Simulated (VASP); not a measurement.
Crystal: Zn.

```
Zn
1.0
     2.67000    0.00000    0.00000
    -1.33500    2.31229    0.00000
     0.00000    0.00000    4.96600
Zn
2
Cartesian
  0.0000 1.5415 1.2415
  1.3350 0.7708 3.7245
```

* Program: VASP 6.6.1
* Task: relaxation of cell and atoms
* Functional: r2SCAN
* Potentials or basis: VASP PAW PBE potentials, release 64 (Zn)
* Cutoff: 600 eV
* k mesh: 7 × 7 × 4
* Occupations: fermi-dirac, width 0.1 eV
* Spin: no spin polarisation

At the start: pressure -4.8 GPa; volume 15.33 Å³/atom.

Q: How do energy, volume and symmetry change on relaxing?

A: Over 7 steps the energy falls by 15.8 meV/atom and the volume is 14.44 Å³/atom (-5.8 %); space group P6_3/mmc (No. 194, to 0.1 Å) before and after.

The path:
| step | energy change (eV) | largest force (eV/Å) | pressure (GPa) | volume (Å³) |
| --- | --- | --- | --- | --- |
| 1 | 0.0000 | 0.0000 | -4.76 | 30.66 |
| 2 | -0.0310 | 0.0000 | 0.78 | 28.68 |
| 3 | -0.0314 | 0.0000 | 0.01 | 28.90 |
| 4 | -0.0314 | 0.0000 | -0.14 | 28.93 |
| 5 | -0.0315 | 0.0000 | 0.00 | 28.90 |
| 6 | -0.0316 | 0.0000 | -0.05 | 28.89 |
| 7 | -0.0316 | 0.0000 | -0.01 | 28.87 |

Final structure:
```cif
data_structure
_symmetry_space_group_name_H-M 'P 1'
_symmetry_Int_Tables_number 1
_cell_length_a 2.6113
_cell_length_b 2.6113
_cell_length_c 4.8894
_cell_angle_alpha 90.000
_cell_angle_beta 90.000
_cell_angle_gamma 120.000
_cell_volume 28.87
loop_
_atom_site_label
_atom_site_type_symbol
_atom_site_fract_x
_atom_site_fract_y
_atom_site_fract_z
_atom_site_occupancy
Zn1 Zn 0.33333 0.66667 0.25000 1
Zn2 Zn 0.66667 0.33333 0.75000 1
```

Caveat: the k points lie up to 0.40 Å⁻¹ apart in the final cell, too coarse for converged energies and pressures of a metal; the PAW data sets were made with another functional, which shifts forces and pressure a little.
